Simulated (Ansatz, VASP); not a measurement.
# ZnSe: VASP beside Ansatz

Contents of POSCAR:

```
ZnSe
1.0
    0.0000000000      2.9209304819      2.9209304819
    2.9209304819      0.0000000000      2.9209304819
    2.9209304819      2.9209304819      0.0000000000
Zn Se
1 1
Direct
    0.0000000000      0.0000000000      0.0000000000
    0.2500000000      0.2500000000      0.2500000000
```

Contents of INCAR.step1:

```
SYSTEM = ZnSe
PREC = Accurate
ENCUT = 520
EDIFF = 1E-5
ISMEAR = 0
SIGMA = 0.05
LREAL = .False.
LASPH = .True.
NELM = 100
ALGO = Normal
ISIF = 2
LWAVE = .True.
LCHARG = .False.
GGA = PE
NBANDS = 16
```

The input INCAR.step2:

```
SYSTEM = ZnSe
PREC = Accurate
ENCUT = 520
EDIFF = 1E-7
ISMEAR = 0
SIGMA = 0.05
LREAL = .False.
LASPH = .True.
NELM = 100
ALGO = Normal
ISIF = 2
LWAVE = .False.
LCHARG = .False.
GGA = PE
LHFCALC = .True.
AEXX = 0.25
PRECFOCK = Normal
ISTART = 1
NBANDS = 16
```

Contents of KPOINTS:

```
Automatic mesh
0
Gamma
  6 6 6
  0 0 0
```

Input for Ansatz:

```yaml
crystal:
  lattice:
    - [0.0, 2.9209304819, 2.9209304819]
    - [2.9209304819, 0.0, 2.9209304819]
    - [2.9209304819, 2.9209304819, 0.0]
  atoms:
    - { symbol: Zn, position: [0.0, 0.0, 0.0] }
    - { symbol: Se, position: [0.25, 0.25, 0.25] }
basis:
  ecutwfc: 420
kpoints:
  mp_grid: { grid: [6, 6, 6] }
hamiltonian:
  xc: pbe0
scf:
  occupations: { method: gaussian, width: 0.05 }
output:
  forces: true
  stress: true
  eigenvalues: true
```

Alike in both runs: task single point; functional PBE0; k mesh 6 × 6 × 6; occupations gaussian, width 0.05 eV; no spin polarisation.

```csv
,VASP,Ansatz
version,VASP 6.6.1,Ansatz 0.2.0
potentials or method,"VASP PAW PBE potentials, release 64 (Zn, Se), cutoff 520 eV","scalar-relativistic, plane waves, PAW"
valence electrons in the cell,18,28
```

```csv
,VASP,Ansatz,Ansatz less VASP
gap on the k mesh at the Fermi level (eV),2.64,2.62,-0.015
least direct gap on the mesh (eV),2.64,2.62,-0.015
pressure (GPa),-4.1,-4.1,+0.04
```

The functional is the same, so the differences come from potentials, cutoffs and numerics. VASP's potentials hold 18 valence electrons a cell and Ansatz's 28, so a difference there can come from the potentials and not from the codes. Ansatz's warnings: stress exchange threshold loose, stress scf threshold loose.
